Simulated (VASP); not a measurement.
# CoSi2 (Fm-3m) in VASP: settings compared

CoSi2 is run at these levels: LDA, PBE; tasks: single point.

Everything below comes from runs of VASP 6.6.1. Logs are shortened: lines on timing, memory, paths and dates and some standing lists are left out, and cuts for length are marked.

### 1 The cell of the first run

The structure is cubic, space group Fm-3m (No. 225). Conventional cell: a = 5.356 Å, b = 5.356 Å, c = 5.356 Å, α = 90.00°, β = 90.00°, γ = 90.00°. Within 3.1 Å of Co (site symmetry m-3m) lie 8 Si at 2.32 Å. Within 3.1 Å of Si (site symmetry -43m) lie 4 Co at 2.32 Å and 6 Si at 2.68 Å.

### 2 Single point, LDA, collinear spin, ferromagnetic start

File INCAR:

```
SYSTEM = CoSi2
  PREC = Accurate
  ENCUT = 520
  EDIFF = 1E-7
  ISMEAR = -1
  SIGMA = 0.05
  LREAL = .FALSE.
  LASPH = .TRUE.
  NELM = 150
  ALGO = Normal
  ISIF = 2
  LWAVE = .FALSE.
  LCHARG = .FALSE.
  ISPIN = 2
  MAGMOM = 2 0 0
  LORBIT = 11
  LMAXMIX = 4
  NBANDS = 20
```

File KPOINTS:

```
Automatic mesh
0
G
  9 9 9
  0 0 0
```

File POSCAR:

```
CoSi2
1.0
    0.0000000000      2.6780000000      2.6780000000
    2.6780000000      0.0000000000      2.6780000000
    2.6780000000      2.6780000000      0.0000000000
Co Si
1 2
Direct
    0.0000000000      0.0000000000      0.0000000000
    0.7500000000      0.7500000000      0.7500000000
    0.2500000000      0.2500000000      0.2500000000
```

Potentials or basis: VASP PAW LDA potentials, release 64 (Co, Si).

Launch:

```bash
$ cat potpaw_LDA.64/Co/POTCAR potpaw_LDA.64/Si/POTCAR > POTCAR
$ mpirun -np 1 vasp_std > vasp.out
```

OUTCAR:

```text
SYSTEM = CoSi2
   PREC = Accurate
   ENCUT = 520
   EDIFF = 1E-7
   ISMEAR = -1
   LREAL = .FALSE.
   LASPH = .TRUE.
   NELM = 150
   ISIF = 2
   ISPIN = 2
   LORBIT = 11

 ion  position               nearest neighbor table
   1  0.000  0.000  0.000-   2 2.32   3 2.32   2 2.32   2 2.32   3 2.32   2 2.32   3 2.32   3 2.32

   2  0.750  0.750  0.750-   1 2.32   1 2.32   1 2.32   1 2.32   3 2.68   3 2.68   3 2.68   3 2.68
                             3 2.68   3 2.68
   3  0.250  0.250  0.250-   1 2.32   1 2.32   1 2.32   1 2.32   2 2.68   2 2.68   2 2.68   2 2.68
                             2 2.68   2 2.68

  LATTYP: Found a face centered cubic cell.
 ALAT       =     5.3560000000

  Lattice vectors:

 A1 = (   0.0000000000,   2.6780000000,   2.6780000000)
 A2 = (   2.6780000000,   0.0000000000,   2.6780000000)
 A3 = (   2.6780000000,   2.6780000000,   0.0000000000)

Analysis of symmetry for initial positions (statically):
=====================================================================
 Subroutine PRICEL returns:
 Original cell was already a primitive cell.

 Routine SETGRP: Setting up the symmetry group for a
 face centered cubic supercell.

 Subroutine GETGRP returns: Found 48 space group operations
 (whereof 48 operations were pure point group operations)
 out of a pool of 48 trial point group operations.

The static configuration has the point symmetry O_h .

Analysis of symmetry for dynamics (positions and initial velocities):
=====================================================================
 Subroutine PRICEL returns:
 Original cell was already a primitive cell.

 Routine SETGRP: Setting up the symmetry group for a
 face centered cubic supercell.

 Subroutine GETGRP returns: Found 48 space group operations
 (whereof 48 operations were pure point group operations)
 out of a pool of 48 trial point group operations.

The dynamic configuration has the point symmetry O_h .

Analysis of structural, dynamic, and magnetic symmetry:
=====================================================================
 Subroutine PRICEL returns:
 Original cell was already a primitive cell.

 Routine SETGRP: Setting up the symmetry group for a
 face centered cubic supercell.

 Subroutine GETGRP returns: Found 48 space group operations
 (whereof 48 operations were pure point group operations)
 out of a pool of 48 trial point group operations.

The overall configuration has the point symmetry O_h .

 Subroutine INISYM returns: Found 48 space group operations
 (whereof 48 operations are pure point group operations),
 and found     1 'primitive' translations

[... 119 lines left out ...]
  Thomas-Fermi vector in A             =   2.381712
   LORBIT       =     11    0 simple, 1 ext, 2 COOP (PROOUT), +10 PAW based schemes
   GGA     = CA    functional components
   LHFCALC =     F    Hartree Fock is set to
   AEXX    =    0.0000 exact exchange contribution
   IVDW    =     0    specifies the selected vdW correction
   LEPSILON=     F    determine dielectric tensor
   LRPA    =     F    only Hartree local field effects (RPA)
 spin polarized calculation
  energy-cutoff  :      520.00
  volume of cell :       38.41
 maximum number of plane-waves:      1044
   NGX = 15   NGY = 15   NGZ = 15

 number of electron      16.9999995 magnetization       0.0028749

 number of electron      16.9999995 magnetization      -0.0001061

 Free energy of the ion-electron system (eV)
  ---------------------------------------------------
  ext. energy  EPLUGINS =         0.00000000
  ---------------------------------------------------
  free energy    TOTEN  =       -21.88434782 eV

  energy without entropy =      -21.87429294  energy(sigma->0) =      -21.87932038

 E-fermi :   9.9604     XC(G=0): -11.9090

 val. band max:        9.9284422860   @ k =  -0.2222   0.1111   0.0000
 cond. band min:       9.9917545965   @ k =   0.3333   0.1111   0.0000
 fundamental gap:      0.0633123106
 Fermi energy:         9.9604220174

 spin component 1

 k-point     1 :       0.0000    0.0000    0.0000
  band No.  band energies     occupation
      1      -3.0786      1.00000
      2       5.9031      1.00000
      3       5.9031      1.00000
      4       5.9031      1.00000
      5       8.0876      1.00000
      6       8.0876      1.00000
[... 541 lines left out ...]
     19      25.0367      0.00000
     20      25.0367      0.00000

 [... further k-points ...]

 spin component 2

 k-point     1 :       0.0000    0.0000    0.0000
  band No.  band energies     occupation
      1      -3.0786      1.00000
      2       5.9031      1.00000
      3       5.9031      1.00000
      4       5.9031      1.00000
      5       8.0877      1.00000
      6       8.0877      1.00000
[... 541 lines left out ...]
     19      25.0367      0.00000
     20      25.0367      0.00000

 [... further k-points ...]
[... 5 lines left out ...]
  --------------------------------------------------------------------------------------
  -------------------------------------------------------------------------------------
  Total       -1.9673573     -1.9673573     -1.9673573      0.0000000     -0.0000000      0.0000000
  in kB      -82.0601145    -82.0601145    -82.0601145      0.0000000     -0.0000000      0.0000000
  external PRESSURE =     -82.0601145 kB  Pullay stress =       0.0000000 kB

 VOLUME and BASIS-vectors are now :
 -----------------------------------------------------------------------------
  energy-cutoff  :      520.00
  volume of cell :       38.41
      direct lattice vectors                 reciprocal lattice vectors
     0.000000000  2.678000000  2.678000000    -0.186706497  0.186706497  0.186706497
     2.678000000  0.000000000  2.678000000     0.186706497 -0.186706497  0.186706497
     2.678000000  2.678000000  0.000000000     0.186706497  0.186706497 -0.186706497

 POSITION                                       TOTAL-FORCE (eV/Angst)
 -----------------------------------------------------------------------------------
      0.00000      0.00000      0.00000         0.000000      0.000000     -0.000000
      4.01700      4.01700      4.01700         0.000000      0.000000     -0.000000
      1.33900      1.33900      1.33900        -0.000000     -0.000000      0.000000
 -----------------------------------------------------------------------------------
    total drift:                               -0.000000     -0.000000      0.000000

  FREE ENERGIE OF THE ION-ELECTRON SYSTEM (eV)
  ---------------------------------------------------
  free  energy   TOTEN  =       -21.8843478193 eV

  energy  without entropy=      -21.8742929424  energy(sigma->0) =      -21.87932038

 total charge

# of ion       s       p       d       tot
------------------------------------------
    1        0.543   0.717   7.621   8.880
    2        0.725   0.878   0.000   1.603
    3        0.725   0.878   0.000   1.603
--------------------------------------------------
tot          1.992   2.473   7.621  12.086

 magnetization (x)

# of ion       s       p       d       tot
------------------------------------------
    1        0.000   0.000   0.000   0.000
    2       -0.000  -0.000   0.000  -0.000
    3       -0.000  -0.000   0.000  -0.000
--------------------------------------------------
tot         -0.000   0.000   0.000   0.000
```

OSZICAR:

```text
N       E                     dE             d eps       ncg     rms          rms(c)
DAV:   1     0.662428980139E+02    0.66243E+02   -0.67321E+03  2832   0.832E+02
DAV:   2    -0.182884297480E+02   -0.84531E+02   -0.74082E+02  2960   0.187E+02
DAV:   3    -0.228897726644E+02   -0.46013E+01   -0.44464E+01  3424   0.462E+01
DAV:   4    -0.229711942967E+02   -0.81422E-01   -0.81229E-01  3260   0.557E+00
DAV:   5    -0.229735441882E+02   -0.23499E-02   -0.23496E-02  3532   0.998E-01    0.161E+01
DAV:   6    -0.270386183155E+02   -0.40651E+01   -0.16995E+01  3128   0.834E+01    0.185E+01
DAV:   7    -0.219524792507E+02    0.50861E+01   -0.83833E+00  3460   0.655E+01    0.343E+00
DAV:   8    -0.219187636542E+02    0.33716E-01   -0.47306E-01  3380   0.393E+00    0.200E+00
DAV:   9    -0.218852285207E+02    0.33535E-01   -0.57288E-02  3544   0.372E+00    0.780E-01
DAV:  10    -0.218846674996E+02    0.56102E-03   -0.28812E-03  3792   0.404E-01    0.316E-01
DAV:  11    -0.218843432488E+02    0.32425E-03   -0.45542E-04  3728   0.324E-01    0.131E-01
DAV:  12    -0.218843529132E+02   -0.96643E-05   -0.85131E-05  3700   0.104E-01    0.474E-02
DAV:  13    -0.218843480067E+02    0.49065E-05   -0.82419E-06  3780   0.289E-02    0.147E-02
DAV:  14    -0.218843477871E+02    0.21963E-06   -0.80447E-07  3760   0.123E-02    0.362E-03
DAV:  15    -0.218843478193E+02   -0.32220E-07   -0.22248E-07  2880   0.406E-03
   1 F= -.21884348E+02 E0= -.21879320E+02  d E =-.100549E-01  mag=     0.0001
```

stdout:

```text
POSCAR found type information on POSCAR CoSi
 POSCAR found :  2 types and       3 ions
 scaLAPACK will be used
 LDA part: xc-table for (Slater(with rela. corr.)+CA(PZ))
 , standard interpolation
 POSCAR, INCAR and KPOINTS ok, starting setup
 FFT: planning ... GRIDC
 FFT: planning ... GRID_SOFT
 FFT: planning ... GRID
 WAVECAR not read
 entering main loop
```

It used 140 s of CPU time on 1 thread of AMD EPYC 7R13 Processor (Zen 3), on a shared host.

What came out:

* Free energy: -21.8843 eV
* Pressure: -8.2 GPa
* Net moment: 0.00 μB per cell
* Valence electrons inside the program's atomic spheres: Co 8.88; Si 1.60

Caveat: the starting moments collapsed, and a magnetic state may lie lower.

### 3 Single point, PBE, collinear spin, ferromagnetic start

File INCAR:

```
PREC = Accurate
ENCUT = 520
EDIFF = 1E-7
ISMEAR = 0
SIGMA = 0.028999999999999998
LREAL = False
LASPH = True
NELM = 150
ALGO = Normal
ISIF = 2
LWAVE = False
LCHARG = False
ISPIN = 2
MAGMOM = 2 0 0
LORBIT = 11
LMAXMIX = 4
GGA = PE
NBANDS = 20
```

File KPOINTS:

```
Automatic mesh
0
Gamma
  9 9 9
```

POSCAR is that of step 2.

Potentials or basis: VASP PAW PBE potentials, release 64 (Co, Si).

Launch:

```bash
$ cat potpaw_PBE.64/Co/POTCAR potpaw_PBE.64/Si/POTCAR > POTCAR
$ mpirun -np 1 vasp_std > vasp.out
```

OUTCAR:

```text
PREC = Accurate
   ENCUT = 520
   EDIFF = 1E-7
   ISMEAR = 0
   LREAL = False
   LASPH = True
   NELM = 150
   ISIF = 2
   ISPIN = 2
   LORBIT = 11
   GGA = PE

 ion  position               nearest neighbor table
   1  0.000  0.000  0.000-   2 2.32   3 2.32   2 2.32   2 2.32   3 2.32   2 2.32   3 2.32   3 2.32

   2  0.750  0.750  0.750-   1 2.32   1 2.32   1 2.32   1 2.32   3 2.68   3 2.68   3 2.68   3 2.68
                             3 2.68   3 2.68
   3  0.250  0.250  0.250-   1 2.32   1 2.32   1 2.32   1 2.32   2 2.68   2 2.68   2 2.68   2 2.68
                             2 2.68   2 2.68

  LATTYP: Found a face centered cubic cell.
 ALAT       =     5.3560000000

  Lattice vectors:
[... 1328 lines left out ...]
  energy-cutoff  :      520.00
  volume of cell :       38.41
      direct lattice vectors                 reciprocal lattice vectors
     0.000000000  2.678000000  2.678000000    -0.186706497  0.186706497  0.186706497
     2.678000000  0.000000000  2.678000000     0.186706497 -0.186706497  0.186706497
     2.678000000  2.678000000  0.000000000     0.186706497  0.186706497 -0.186706497

 POSITION                                       TOTAL-FORCE (eV/Angst)
 -----------------------------------------------------------------------------------
      0.00000      0.00000      0.00000         0.000000     -0.000000      0.000000
      4.01700      4.01700      4.01700        -0.000000     -0.000000     -0.000000
      1.33900      1.33900      1.33900         0.000000      0.000000      0.000000
 -----------------------------------------------------------------------------------
    total drift:                               -0.000000     -0.000000      0.000000

  FREE ENERGIE OF THE ION-ELECTRON SYSTEM (eV)
  ---------------------------------------------------
  free  energy   TOTEN  =       -19.2899142729 eV

  energy  without entropy=      -19.2892991382  energy(sigma->0) =      -19.28960671

 total charge

# of ion       s       p       d       tot
------------------------------------------
    1        0.541   0.718   7.597   8.856
    2        0.718   0.872   0.000   1.590
    3        0.718   0.872   0.000   1.590
--------------------------------------------------
tot          1.977   2.463   7.597  12.037

 magnetization (x)

# of ion       s       p       d       tot
------------------------------------------
    1       -0.000  -0.000  -0.000  -0.000
    2        0.000   0.000   0.000   0.000
    3        0.000   0.000   0.000   0.000
--------------------------------------------------
tot          0.000   0.000  -0.000  -0.000
```

OSZICAR:

```text
N       E                     dE             d eps       ncg     rms          rms(c)
DAV:   1     0.678256103025E+02    0.67826E+02   -0.67312E+03  2832   0.828E+02
DAV:   2    -0.158607368941E+02   -0.83686E+02   -0.73442E+02  2968   0.185E+02
DAV:   3    -0.202906790606E+02   -0.44299E+01   -0.42801E+01  3372   0.451E+01
DAV:   4    -0.203657209976E+02   -0.75042E-01   -0.74886E-01  3252   0.533E+00
DAV:   5    -0.203678893650E+02   -0.21684E-02   -0.21681E-02  3452   0.952E-01    0.162E+01
DAV:   6    -0.250800256963E+02   -0.47121E+01   -0.18030E+01  3116   0.862E+01    0.194E+01
DAV:   7    -0.193192914603E+02    0.57607E+01   -0.90972E+00  3432   0.672E+01    0.331E+00
DAV:   8    -0.193197569630E+02   -0.46550E-03   -0.55910E-01  3460   0.480E+00    0.202E+00
DAV:   9    -0.192896003697E+02    0.30157E-01   -0.68035E-02  3396   0.399E+00    0.710E-01
DAV:  10    -0.192898176948E+02   -0.21733E-03   -0.30065E-03  3576   0.439E-01    0.319E-01
DAV:  11    -0.192898031551E+02    0.14540E-04   -0.57422E-04  3528   0.311E-01    0.126E-01
DAV:  12    -0.192899016006E+02   -0.98445E-04   -0.19893E-04  3192   0.134E-01    0.496E-02
DAV:  13    -0.192899107279E+02   -0.91273E-05   -0.15082E-05  3400   0.313E-02    0.127E-02
DAV:  14    -0.192899139228E+02   -0.31949E-05   -0.26375E-06  3164   0.158E-02    0.567E-03
DAV:  15    -0.192899144178E+02   -0.49501E-06   -0.13359E-06  3180   0.822E-03    0.642E-03
DAV:  16    -0.192899142362E+02    0.18162E-06   -0.10644E-07  2784   0.405E-03    0.116E-03
DAV:  17    -0.192899142729E+02   -0.36722E-07   -0.17111E-08  1836   0.139E-03
   1 F= -.19289914E+02 E0= -.19289607E+02  d E =-.615135E-03  mag=     0.0000
```

Run time: 33 s. Hardware: 1 thread of Intel Xeon 6975P-C (Granite Rapids), shared host; peak memory 0.19 GiB.

Results:

```yaml
Free_energy: -19.2899 eV
Pressure: 0.3 GPa
Net_moment: 0.00 μB per cell
Valence_electrons_inside_the_program's_atomic_spheres: Co 8.86; Si 1.59
```

Caveat: the starting moments collapsed, and a magnetic state may lie lower.

### 4 Single point, PBE, collinear spin, ferromagnetic start

File INCAR:

```
PREC     = Accurate       # precision mode
ENCUT    = 600            # plane-wave cutoff, eV
EDIFF    = 1E-6           # SCF threshold, eV
ISMEAR   = -1             # smearing method
SIGMA    = 0.05           # smearing width, eV
LREAL    = False          # projectors in reciprocal space
LASPH    = True           # aspherical terms in the spheres
NELM     = 200            # most SCF steps
ALGO     = Normal         # electronic algorithm
ISIF     = 2              # what is computed and relaxed
LWAVE    = False          # write WAVECAR
LCHARG   = False          # write CHGCAR
ISPIN    = 2              # spin polarisation
MAGMOM   = 0.5 0 0        # initial moments
LORBIT   = 11             # projections on sites
NUPDOWN  = 0.5            # fixed moment
LMAXMIX  = 4              # l up to which the mixer works
GGA      = PE             # functional
NBANDS   = 24             # bands
GGA_COMPAT= False
```

File KPOINTS:

```
regular mesh
0
Gamma
  7 7 7
```

POSCAR is that of step 3.

Potentials or basis: VASP PAW PBE potentials, release 64 (Co_sv, Si).

Launch:

```bash
$ cat potpaw_PBE.64/Co_sv/POTCAR potpaw_PBE.64/Si/POTCAR > POTCAR
$ mpirun -np 1 vasp_std > vasp.out
```

Run time: 51 s. Hardware: 1 thread of Intel Xeon Platinum 8488C (Sapphire Rapids), shared host; peak memory 0.19 GiB.

Results (log left out):

```
Free energy                                           : -19.2694 eV
Pressure                                              : 0.1 GPa
Net moment                                            : 0.50 μB per cell
Site moments                                          : Co +0.26; Si +0.04 μB
Valence electrons inside the program's atomic spheres : Co 15.31; Si 1.59
```

Caveat: the total moment is fixed, so each spin has its own Fermi level.
